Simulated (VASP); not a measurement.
Nd4O:

```
Nd O
1.0
    -5.13831    0.06876   -0.12862
    -0.12862   -0.09108   -5.17203
     0.13752  -10.30303   -0.18217
Nd O
8 2
Direct
  0.96862 0.47152 0.75784
  0.02457 0.50143 0.25511
  0.50629 0.49316 0.00824
  0.52618 0.51402 0.51032
  0.50774 0.00169 0.71966
  0.49861 0.02771 0.26507
  0.99824 0.02166 0.00433
  0.98502 0.98863 0.50140
  0.48079 0.49089 0.73636
  0.50393 0.48929 0.24166
```

```yaml
Program: VASP 6.6.1
Task: relaxation of cell and atoms
Functional: PBE
Potentials_or_basis: VASP PAW PBE potentials, release 64 (Nd_3, O), 4f in core
Cutoff: 600 eV
k_mesh: 4 × 4 × 2
Occupations: gaussian, width 0.2 eV
Spin: no spin polarisation
```

At the start: pressure 0.5 GPa; volume 27.35 Å³/atom.

Task: Where does the relaxation end?

Result: Over 14 steps the energy falls by 86.9 meV/atom and the volume is 26.97 Å³/atom (-1.4 %); space group P1 (No. 1, to 0.1 Å) before, Pm-3m (No. 221, to 0.1 Å).

The path:
```csv
step,energy change (eV),largest force (eV/Å),pressure (GPa),volume (Å³)
1,0.0000,1.4442,0.49,273.50
2,-0.4126,1.0537,-0.78,276.73
3,-0.6330,0.5472,-2.06,281.39
4,-0.7698,0.3140,1.04,264.70
5,-0.7759,0.3424,0.46,267.42
6,-0.8335,0.2401,0.27,268.19
7,-0.8468,0.1758,0.15,268.74
8,-0.8588,0.1182,-0.18,270.28
9,-0.8615,0.0793,-0.41,271.44
10,-0.8660,0.0552,0.18,268.46
11,-0.8664,0.0588,0.05,269.14
12,-0.8677,0.0456,0.04,269.15
13,-0.8687,0.0292,0.04,269.16
14,-0.8693,0.0218,-0.06,269.68
```

Final structure:
```
Nd O
1.0
    -5.12628    0.00087   -0.00196
     0.00018   -0.00084   -5.12905
    -0.00067  -10.25662   -0.00255
Nd O
8 2
Cartesian
  -5.1202 -7.6902 -2.5638
  -0.0068 -2.5647 -2.5705
  -2.5629 -0.0001 -2.5635
  -2.5631 -5.1300 -2.5672
  -2.5588 -7.6971 -5.1288
  -2.5686 -2.5589 -0.0069
  -0.0012 -10.2548 -0.0030
  -5.1253 -5.1292 -5.1309
  -2.5565 -7.6955 -2.5622
  -2.5705 -2.5623 -2.5711
```

Caveat: the run has no spin polarisation, though such a crystal can be magnetic.
